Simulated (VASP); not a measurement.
Wanted: the native input for a VASP 6.6.1 run.

| Property | Result |
| --- | --- |
| Task | single point |
| Functional | PBE |
| Potentials or basis | VASP PAW PBE potentials, release 64 (Ni) |
| Cutoff | 520 eV |
| k mesh | 12 × 12 × 12 |
| Occupations | fermi-dirac, width 0.1 eV |
| Spin | collinear spin, ferromagnetic start |
| Starting moments | [0.2] μB |
| Dipole correction | no |
| Further INCAR settings | ALGO = Normal; EDIFF = 1e-06; NBANDS = 15 |

The structure of Ni lies in POSCAR:

```
Ni
1.0
    0.0000000000      1.7585000000      1.7585000000
    1.7585000000      0.0000000000      1.7585000000
    1.7585000000      1.7585000000      0.0000000000
Ni
1
Direct
    0.0000000000      0.0000000000      0.0000000000
```

These files were run (other wordings do the same):

INCAR

```
SYSTEM = Ni
ALGO = Normal ; EDIFF = 1E-6
ENCUT = 520 ; GGA = PE
ISIF = 2 ; ISMEAR = -1
ISPIN = 2 ; LASPH = .True.
LCHARG = .True. ; LELF = .True.
LMAXMIX = 4 ; LORBIT = 11
LREAL = .False. ; LVHAR = .True.
LWAVE = .False. ; MAGMOM = 0.2
NBANDS = 15 ; NELM = 150
PREC = Accurate ; SIGMA = 0.1
```

KPOINTS

```
k-points
0
Gamma
  12 12 12
  0 0 0
```

Potentials or basis: VASP PAW PBE potentials, release 64 (Ni).

The run is started by

```console
$ cat potpaw_PBE.64/Ni/POTCAR > POTCAR
$ mpirun -np 1 vasp_std > vasp.out
```

Results of the run:

The pressure is 0.6 GPa. The net moment is 0.63 μB per cell. The site moments are Ni +0.64 μB and the valence electrons inside the program's atomic spheres are Ni 9.31.

It took 32 s on 1 thread of Intel(R) Xeon(R) Platinum 8375C CPU @ 2.90GHz (Ice Lake), with other jobs on the host, peak memory 0.13 GiB.
